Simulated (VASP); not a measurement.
A run of VASP 6.6.1:

File INCAR:

```
PREC = Accurate
ENCUT = 520
EDIFF = 1E-6
ISMEAR = 0
SIGMA = 0.05
LREAL = F
LASPH = T
NELM = 80
ALGO = Normal
ISIF = 2
LWAVE = F
LCHARG = T
GGA = PS
LELF = T
LVHAR = T
NBANDS = 18
```

Contents of KPOINTS:

```
regular mesh
0
Gamma
  12 12 6
```

File POSCAR:

```
NiO2
1.0
    2.8419904474      0.0000000000      0.0000000000
   -1.4209952237      2.4612359247      0.0000000000
    0.0000000000      0.0000000000      4.7717019612
Ni O
1 2
Direct
    0.0000000000      0.0000000000      0.5000000000
    0.6666666667      0.3333333333      0.7002287663
    0.3333333333      0.6666666667      0.2997712337
```

Potentials or basis: VASP PAW PBE potentials, release 64 (Ni, O).

Run with:

```sh
$ cat potpaw_PBE.64/Ni/POTCAR potpaw_PBE.64/O/POTCAR > POTCAR
$ mpirun -np 1 vasp_std > vasp.out
```

Hardware: 1 thread of Intel(R) Xeon(R) Platinum 8488C (Sapphire Rapids) (shared host).

Question: How long does it take, and how much memory?

Answer: Wall time 31 s on 1 thread of Intel(R) Xeon(R) Platinum 8488C (Sapphire Rapids), with other jobs on the host, peak memory 0.19 GiB. Counts: scf iterations 16, k points 100.
